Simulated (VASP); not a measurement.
# MgO in VASP: a series of runs

MgO is run at these levels: HSE06; tasks: single point.

All numbers are computed with VASP 6.6.1; they aren't measurements. Logs are shortened: lines on timing, memory, paths and dates and some standing lists are left out, and cuts for length are marked.

## (1) The cell of the first run

The structure is tetragonal, space group I4/mmm (No. 139). Conventional cell: a = 2.943 Å, b = 2.943 Å, c = 4.231 Å, α = 90.00°, β = 90.00°, γ = 90.00°. Mg (site symmetry 4/mmm) has 6 O at 2.08 to 2.12 Å within 2.8 Å. Within 2.8 Å of O (site symmetry 4/mmm) lie 6 Mg at 2.08 to 2.12 Å.

## (2) Single point, HSE06 (epitaxial xy strain -1.0%)

The input, POSCAR:

```
MgO
1.0
    0.0000000000      2.0811457413      2.1154270457
    2.0811457413      0.0000000000      2.1154270457
    2.0811457413      2.0811457413      0.0000000000
Mg O
1 1
Direct
    0.0000000000      0.0000000000      0.0000000000
    0.5000000000      0.5000000000      0.5000000000
```

The input, INCAR.step1:

```
ALGO = Normal ; EDIFF = 1E-5
ENCUT = 520 ; GGA = PE
ISIF = 2 ; ISMEAR = 0
LASPH = True ; LCHARG = False
LREAL = False ; LWAVE = True
NBANDS = 11 ; NELM = 80
PREC = Accurate ; SIGMA = 0.01
```

The input, INCAR.step2:

```
ALGO = Normal ; EDIFF = 1E-6
ENCUT = 520 ; GGA = PE
HFSCREEN = 0.2079 ; ISIF = 2
ISMEAR = 0 ; ISTART = 1
LASPH = True ; LCHARG = False
LHFCALC = True ; LREAL = False
LWAVE = False ; NBANDS = 11
NELM = 80 ; PREC = Accurate
PRECFOCK = Normal ; SIGMA = 0.01
```

The input, KPOINTS:

```
k-points
0
Gamma
  8 8 8
```

Potentials or basis: VASP PAW PBE potentials, release 64 (Mg, O).

Launch:

```sh
$ cat potpaw_PBE.64/Mg/POTCAR potpaw_PBE.64/O/POTCAR > POTCAR
$ cp INCAR.step1 INCAR
$ mpirun -np 1 vasp_std > vasp.out
$ cp INCAR.step2 INCAR
$ mpirun -np 1 vasp_std > vasp.out
```

OUTCAR:

```text
EDIFF = 1E-6
   ENCUT = 520
   GGA = PE
   HFSCREEN = 0.2079
   ISIF = 2
   ISMEAR = 0
   ISTART = 1
   LASPH = True
   LHFCALC = True
   LREAL = False
   NELM = 80
   PREC = Accurate
   PRECFOCK = Normal

 ion  position               nearest neighbor table
   1  0.000  0.000  0.000-   2 2.08   2 2.08   2 2.08   2 2.08   2 2.12   2 2.12
   2  0.500  0.500  0.500-   1 2.08   1 2.08   1 2.08   1 2.08   1 2.12   1 2.12

  LATTYP: Found a body centered tetragonal cell.
 ALAT       =     2.9431845326
 C/A-ratio  =     1.4375089447

  Lattice vectors:

 A1 = (  -2.0811457413,   0.0000000000,   2.1154270457)
 A2 = (   2.0811457413,   0.0000000000,   2.1154270457)
 A3 = (   0.0000000000,   2.0811457413,  -2.1154270457)

Analysis of symmetry for initial positions (statically):
=====================================================================
 Subroutine PRICEL returns:
 Original cell was already a primitive cell.

 Routine SETGRP: Setting up the symmetry group for a
 body centered tetragonal supercell.

 Subroutine GETGRP returns: Found 16 space group operations
 (whereof 16 operations were pure point group operations)
 out of a pool of 16 trial point group operations.

The static configuration has the point symmetry D_4h.

Analysis of symmetry for dynamics (positions and initial velocities):
=====================================================================
 Subroutine PRICEL returns:
 Original cell was already a primitive cell.

 Routine SETGRP: Setting up the symmetry group for a
 body centered tetragonal supercell.

 Subroutine GETGRP returns: Found 16 space group operations
 (whereof 16 operations were pure point group operations)
 out of a pool of 16 trial point group operations.

The dynamic configuration has the point symmetry D_4h.

 Subroutine INISYM returns: Found 16 space group operations
 (whereof 16 operations are pure point group operations),
 and found     1 'primitive' translations

----------------------------------------------------------------------------------------

                                     Primitive cell

  volume of cell :      18.3245

  direct lattice vectors                    reciprocal lattice vectors
     0.000000000  2.081145741  2.115427046    -0.240252276  0.240252276  0.236358895
     2.081145741  0.000000000  2.115427046     0.240252276 -0.240252276  0.236358895
     2.081145741  2.081145741  0.000000000     0.240252276  0.240252276 -0.236358895

  length of vectors
     2.967524083  2.967524083  2.943184533     0.413893512  0.413893512  0.413893512

  position of ions in fractional coordinates (direct lattice)
     0.000000000  0.000000000  0.000000000
     0.500000000  0.500000000  0.500000000

  ion indices of the primitive-cell ions
   primitive index   ion index
                 1           1
                 2           2

----------------------------------------------------------------------------------------

 KPOINTS: k-points

Automatic generation of k-mesh.
 Grid dimensions read from file:
 generate k-points for:    8    8    8

 Generating k-lattice:

  Cartesian coordinates                     Fractional coordinates (reciprocal lattice)
    -0.030031534  0.030031534  0.029544862     0.125000000  0.000000000  0.000000000
     0.030031534 -0.030031534  0.029544862     0.000000000  0.125000000  0.000000000
     0.030031534  0.030031534 -0.029544862     0.000000000  0.000000000  0.125000000

  Length of vectors
     0.051736689  0.051736689  0.051736689

  Shift w.r.t. Gamma in fractional coordinates (k-lattice)
     0.000000000  0.000000000  0.000000000

 Subroutine IBZKPT returns following result:
 ===========================================

 Found     59 irreducible k-points:

 Following reciprocal coordinates:
            Coordinates               Weight
  0.000000  0.000000  0.000000      1.000000
  0.125000  0.000000  0.000000      8.000000
  0.250000  0.000000  0.000000      8.000000
  0.375000  0.000000  0.000000      8.000000
  0.500000  0.000000  0.000000      4.000000
  0.125000  0.125000  0.000000      2.000000
[... 16 lines left out ...]
  0.250000  0.000000  0.125000     16.000000
  0.375000  0.000000  0.125000     16.000000
 [... further k-points ...]
   k-points           NKPTS =     59   k-points in BZ     NKDIM =    512   number of bands    NBANDS=     11
   number of dos      NEDOS =    301   number of ions     NIONS =      2
   total plane-waves  NPLWV =  13824
   dimension x,y,z NGX =    24 NGY =   24 NGZ =   24
   dimension x,y,z NGXF=    48 NGYF=   48 NGZF=   48
   ions per type =               1   1
   NGX,Y,Z   is equivalent  to a cutoff of  13.45, 13.45, 13.56 a.u.
   NGXF,Y,Z  is equivalent  to a cutoff of  26.89, 26.89, 27.11 a.u.
 SYSTEM =  unknown system
   PREC   = accura    normal or accurate (medium, high low for compatibility)
   ISTART =      1    job   : 0-new  1-cont  2-samecut
   ICHARG =      0    charge: 1-file 2-atom 10-const
   ISPIN  =      1    spin polarized calculation?
   LNONCOLLINEAR =      F non collinear calculations
   LSORBIT =      F    spin-orbit coupling
   LASPH  =      T    aspherical Exc in radial PAW
   ENCUT  =  520.0 eV  38.22 Ry    6.18 a.u.   5.52  5.52  5.47*2*pi/ulx,y,z
   NELM   =     80;   NELMIN=  2; NELMDL=  0     # of ELM steps
   EDIFF  = 0.1E-05   stopping-criterion for ELM
   LREAL  =      F    real-space projection
   EDIFFG = 0.1E-04   stopping-criterion for IOM
   NSW    =      0    number of steps for IOM
   IBRION =     -1    ionic relax: 0-MD 1-quasi-New 2-CG
   NFREE  =      0    steps in history (QN), initial steepest desc. (CG)
   ISIF   =      2    stress and relaxation
   ISYM   =      3    0-nonsym 1-usesym 2-fastsym
   POTIM  = 0.5000    time-step for ionic-motion
   TEBEG  =    0.0;   TEEND  =   0.0 temperature during run
   PSTRESS=    0.0 pullay stress
   NELECT =       8.0000    total number of electrons
   NUPDOWN=      -1.0000    fix difference up-down
   EMIN   =  10.00;   EMAX   =-10.00  energy-range for DOS
   EFERMI =   0.00;   METHOD = LEGACY
   ISMEAR =     0;   SIGMA  =   0.01  broadening in eV -4-tet -1-fermi 0-gaus
   EFERMI_NEDOS =   21; number of points for ismear=-14 and -15
   IALGO  =     38    algorithm
   IMIX   =      1    mixing-type and parameters
     AMIX     =   0.40;   BMIX     =  1.00
     AMIX_MAG =   1.60;   BMIX_MAG =  1.00
  volume/ion in A,a.u.               =       9.16        61.83
  Fermi-wavevector in a.u.,A,eV,Ry     =   1.241921  2.346890 20.985172  1.542367
  Thomas-Fermi vector in A             =   2.376297
   LORBIT       =      0    0 simple, 1 ext, 2 COOP (PROOUT), +10 PAW based schemes
   GGA     = PE    functional components
   LHFCALC =     T    Hartree Fock is set to
   PRECFOCK=normal    Normal, Fast or Accurate (Low or Medium for compatibility)
   ENCUT4O =  -1.0   cutoff for four orbital integrals eV
   NKREDX  =     1    reduce k-point grid by
   NKREDY  =     1    reduce k-point grid by
   NKREDZ  =     1    reduce k-point grid by
   AEXX    =    0.2500 exact exchange contribution
   HFSCREEN=    0.2079 screening length (either q_TF or 0.3 A-1)
   HFSCREENC=   0.2079 screening length for correlation (either q_TF or 0.3 A-1)
   ENCUTFOCK=  -1.0 apply spherical cutoff to Coloumb kernel
   IVDW    =     0    specifies the selected vdW correction
   LEPSILON=     F    determine dielectric tensor
   LRPA    =     F    only Hartree local field effects (RPA)
 non-spin polarized calculation
 Gauss-broadening in eV      SIGMA  =   0.01
  energy-cutoff  :      520.00
  volume of cell :       18.32
 maximum number of plane-waves:       531
 NGX is ok and might be reduce to    24
  NGX = 18; NGY = 18; NGZ = 18

 number of electron       8.0000003 magnetization

 Free energy of the ion-electron system (eV)
  ---------------------------------------------------
  ext. energy  EPLUGINS =         0.00000000
  ---------------------------------------------------
  free energy    TOTEN  =       -14.20678269 eV

  energy without entropy =      -14.20678269  energy(sigma->0) =      -14.20678269

 E-fermi :   2.2298     XC(G=0):  -9.1687

 val. band max:        2.1093065809   @ k =   0.0000   0.0000   0.0000
 cond. band min:       8.7222738828   @ k =   0.0000   0.0000   0.0000
 fundamental gap:      6.6129673019
 Fermi energy:         2.2298191463

 k-point     1 :       0.0000    0.0000    0.0000
  band No.  band energies     occupation
      1     -16.8472      2.00000
      2       2.0637      2.00000
      3       2.0637      2.00000
      4       2.1093      2.00000
      5       8.7223      0.00000
      6      19.8373      0.00000
      7      20.0129      0.00000
      8      20.0129      0.00000
      9      23.9371      0.00000
     10      25.6169      0.00000
     11      26.1667      0.00000

 k-point     2 :       0.1250    0.0000    0.0000
  band No.  band energies     occupation
      1     -16.6694      2.00000
      2       1.0925      2.00000
      3       1.9530      2.00000
      4       1.9733      2.00000
      5       9.6528      0.00000
      6      18.2426      0.00000
      7      20.2792      0.00000
      8      20.4130      0.00000
      9      24.7225      0.00000
     10      25.1852      0.00000
     11      26.2744      0.00000

 k-point     3 :       0.2500    0.0000    0.0000
  band No.  band energies     occupation
      1     -16.2077      2.00000
      2      -0.7656      2.00000
      3       1.6934      2.00000
      4       1.6975      2.00000
      5      11.1645      0.00000
      6      16.7680      0.00000
      7      20.7899      0.00000
      8      21.0428      0.00000
      9      24.4430      0.00000
     10      24.7062      0.00000
     11      26.6218      0.00000
[... 267 lines left out ...]
 k-point    23 :       0.2500    0.0000    0.1250
  band No.  band energies     occupation
      1     -16.2466      2.00000
      2      -0.3404      2.00000
      3       1.5184      2.00000
      4       1.5644      2.00000
      5      11.3398      0.00000
      6      16.3077      0.00000
      7      20.7478      0.00000
      8      21.1227      0.00000
      9      22.4896      0.00000
     10      26.2700      0.00000
     11      28.6511      0.00000

 k-point    24 :       0.3750    0.0000    0.1250
  band No.  band energies     occupation
      1     -15.7479      2.00000
      2      -1.8153      2.00000
      3       1.1465      2.00000
      4       1.2925      2.00000
      5      12.3936      0.00000
      6      16.1539      0.00000
      7      19.7938      0.00000
      8      21.2050      0.00000
      9      23.8281      0.00000
     10      27.0332      0.00000
     11      28.0905      0.00000

 [... further k-points ...]

------------------------ aborting loop because EDIFF is reached ----------------------------------------

  FORCE on cell =-STRESS in cart. coord.  units (eV):
  Direction    XX          YY          ZZ          XY          YZ          ZX
  --------------------------------------------------------------------------------------
  -------------------------------------------------------------------------------------
  Total        0.3468813      0.3468813     -0.0657766      0.0000000      0.0000000     -0.0000000
  in kB       30.3290221     30.3290221     -5.7510709      0.0000000      0.0000000     -0.0000000
  external PRESSURE =      18.3023244 kB  Pullay stress =       0.0000000 kB

 VOLUME and BASIS-vectors are now :
 -----------------------------------------------------------------------------
  energy-cutoff  :      520.00
  volume of cell :       18.32
      direct lattice vectors                 reciprocal lattice vectors
     0.000000000  2.081145741  2.115427046    -0.240252276  0.240252276  0.236358895
     2.081145741  0.000000000  2.115427046     0.240252276 -0.240252276  0.236358895
     2.081145741  2.081145741  0.000000000     0.240252276  0.240252276 -0.236358895

 POSITION                                       TOTAL-FORCE (eV/Angst)
 -----------------------------------------------------------------------------------
      0.00000      0.00000      0.00000         0.000000      0.000000     -0.000000
      2.08115      2.08115      2.11543         0.000000      0.000000      0.000000
 -----------------------------------------------------------------------------------
    total drift:                                0.000045     -0.000010     -0.000273

  FREE ENERGIE OF THE ION-ELECTRON SYSTEM (eV)
  ---------------------------------------------------
  free  energy   TOTEN  =       -14.2067826878 eV

  energy  without entropy=      -14.2067826878  energy(sigma->0) =      -14.20678269
```

It took 1.7 h on 1 thread of Intel Xeon 8259CL, shared host; peak memory 0.27 GiB.

Results:

* Free energy: -14.2068 eV
* Pressure: 1.8 GPa
* Band gap on the k mesh: 6.61 eV

Stress tensor (GPa, compression positive):
```
 3.03  0.00  0.00
 0.00  3.03  0.00
 0.00  0.00 -0.58
```

Caveat: the cell differs from its parent crystal (epitaxial xy strain -1.0%); the PAW data sets were made with another functional, which shifts forces and pressure a little.

## (3) Single point, HSE06

This run uses another cell than the first one, of 9.29 Å³/atom.

The input, POSCAR:

```
MgO
1.0
    0.0000000000      2.1021674155      2.1021674155
    2.1021674155      0.0000000000      2.1021674155
    2.1021674155      2.1021674155      0.0000000000
Mg O
1 1
Direct
    0.0000000000      0.0000000000      0.0000000000
    0.5000000000      0.5000000000      0.5000000000
```

The input, INCAR.step1:

```
SYSTEM = MgO
PREC = Accurate ; ENCUT = 520
EDIFF = 1E-5 ; ISMEAR = 0
SIGMA = 0.01 ; LREAL = .FALSE.
LASPH = .TRUE. ; NELM = 60
ALGO = Normal ; ISIF = 2
LWAVE = .TRUE. ; LCHARG = .FALSE.
NBANDS = 11 ; GGA = PE
```

The input, INCAR.step2:

```
SYSTEM = MgO
PREC = Accurate ; ENCUT = 520
EDIFF = 1E-6 ; ISMEAR = 0
SIGMA = 0.01 ; LREAL = .FALSE.
LASPH = .TRUE. ; NELM = 60
ALGO = Normal ; ISIF = 2
LWAVE = .FALSE. ; LCHARG = .FALSE.
GGA = PE ; LHFCALC = .TRUE.
HFSCREEN = 0.2079 ; PRECFOCK = Normal
NBANDS = 11 ; ISTART = 1
```

The input, KPOINTS:

```
Automatic mesh
0
G
  8 8 8
  0 0 0
```

Potentials or basis: VASP PAW PBE potentials, release 64 (Mg, O).

Launch:

```sh
$ cat potpaw_PBE.64/Mg/POTCAR potpaw_PBE.64/O/POTCAR > POTCAR
$ cp INCAR.step1 INCAR
$ mpirun -np 1 vasp_std > vasp.out
$ cp INCAR.step2 INCAR
$ mpirun -np 1 vasp_std > vasp.out
```

Run time: 29 min. Hardware: 1 thread of Intel Xeon Platinum 8259CL at 2.50GHz (Skylake/Cascade Lake), shared host; peak memory 0.26 GiB.

Results (log left out):

```
Free energy            : -14.2102 eV
Pressure               : -0.6 GPa
Band gap on the k mesh : 6.50 eV
```

Levels at points of the mesh, in eV from the valence-band top:
```csv
k point,band 1,band 2,band 3,band 4,band 5,band 6,band 7,band 8
"(0.00, 0.00, 0.00)",-18.85,0.00,0.00,0.00,6.50,17.78,17.78,17.78
"(0.50, 0.00, 0.00)",-17.49,-4.95,-0.72,-0.72,9.71,14.93,18.38,18.38
"(0.50, 0.50, 0.00)",-17.21,-4.41,-1.48,-1.48,10.86,11.91,15.42,21.46
```

Caveat: the PAW data sets were made with another functional, which shifts forces and pressure a little.
